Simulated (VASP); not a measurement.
Crystal: RbOs.

```
Rb Os
1.0
     6.06155    0.00000    0.00000
    -3.03077    5.24946    0.00000
     0.00000    0.00000    4.89057
Rb Os
3 3
Direct
  0.50000 0.00000 0.00000
  0.50000 0.50000 0.00000
  0.00000 0.50000 0.00000
  0.00000 0.00000 0.00000
  0.33333 0.66667 0.50000
  0.66667 0.33333 0.50000
```

| Quantity | Value |
| --- | --- |
| Program | VASP 6.6.1 |
| Task | relaxation of cell and atoms |
| Functional | PBE |
| Potentials or basis | VASP PAW PBE potentials, release 64 (Rb_sv, Os) |
| Cutoff | 600 eV |
| k mesh | 3 × 3 × 4 |
| Occupations | gaussian, width 0.1 eV |
| Spin | no spin polarisation |

At the start: pressure 7.3 GPa; volume 25.94 Å³/atom.

Task: How do energy, volume and symmetry change on relaxing?

Result: Over 8 steps the energy falls by 206.8 meV/atom and the volume is 33.42 Å³/atom (+28.9 %); space group P6/mmm (No. 191, to 0.1 Å) before and after.

The path:
```
step  energy change (eV)  largest force (eV/Å)  pressure (GPa)  volume (Å³)
   1              0.0000                0.0000            7.32       155.62
   2             -0.9941                0.0000            2.17       183.66
   3             -1.1964                0.0000            0.07       203.73
   4             -1.2016                0.0000           -0.26       207.77
   5             -1.2013                0.0000           -0.35       208.91
   6             -1.2194                0.0000           -0.32       207.19
   7             -1.2382                0.0000           -0.24       203.10
   8             -1.2405                0.0000           -0.04       200.53
```

Final structure:
```
Rb Os
1.0
     6.27918    0.00000    0.00000
    -3.13959    5.43793    0.00000
     0.00000    0.00000    5.87287
Rb Os
3 3
Cartesian
  0.0000 5.4379 0.0000
  1.5698 2.7190 0.0000
  4.7094 2.7190 0.0000
  3.1396 5.4379 0.0000
  0.0000 3.6253 2.9364
  3.1396 1.8126 2.9364
```

Caveat: the k points lie up to 0.39 Å⁻¹ apart in the final cell, too coarse for converged energies and pressures of a metal; the volume moved by over 15 % at a fixed basis, so the end points are rough.
